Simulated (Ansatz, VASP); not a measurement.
Tl: VASP beside Ansatz

The input INCAR:

```
SYSTEM = Tl
PREC = Accurate
ENCUT = 520
EDIFF = 1E-7
ISMEAR = 0
SIGMA = 0.15
LREAL = .False.
LASPH = .True.
NELM = 100
ALGO = Fast
ISIF = 2
LWAVE = .False.
LCHARG = .True.
GGA = PS
LELF = .True.
LVHAR = .True.
NBANDS = 12
```

KPOINTS

```
regular mesh
0
Gamma
  18 18 18
  0 0 0
```

The input POSCAR:

```
Tl
1.0
   -1.8439500000      1.8439500000      1.9895250000
    1.8439500000     -1.8439500000      1.9895250000
    1.8439500000      1.8439500000     -1.9895250000
Tl
1
Direct
    0.0000000000      0.0000000000      0.0000000000
```

Input for Ansatz:

```yaml
crystal:
  lattice:
    - [-1.84395, 1.84395, 1.989525]
    - [1.84395, -1.84395, 1.989525]
    - [1.84395, 1.84395, -1.989525]
  atoms:
    - { symbol: Tl, position: [0.0, 0.0, 0.0] }
basis:
  ecutwfc: 420
kpoints:
  mp_grid: { grid: [18, 18, 18] }
hamiltonian:
  xc: pbesol
scf:
  occupations: { method: gaussian, width: 0.15 }
output:
  forces: true
  stress: true
  eigenvalues: true
```

Change from the starting cell: strain -0.050 along x and y, +0.025 along z, atoms carried along.

Alike in both runs: task single point; functional PBEsol; k mesh 18 × 18 × 18; occupations gaussian, width 0.15 eV; no spin polarisation.

|  | VASP | Ansatz |
| --- | --- | --- |
| version | VASP 6.6.1 | Ansatz 0.2.0 |
| potentials or method | VASP PAW PBE potentials, release 64 (Tl_d), cutoff 520 eV | scalar-relativistic, plane waves, PAW |
| valence electrons in the cell | 13 | 13 |

```tsv
	VASP	Ansatz	Ansatz less VASP
gap on the k mesh at the Fermi level (eV)	none	none	-
pressure (GPa)	2.2	2.3	+0.06
traceless stress, the component that is largest in VASP (GPa)	-0.45	-0.45	+0.001
```

VASP's potentials were made for PBE, not for PBEsol. A gap of «none» marks a metal or a gap that the smearing closes.

Spin-orbit coupling is off throughout.
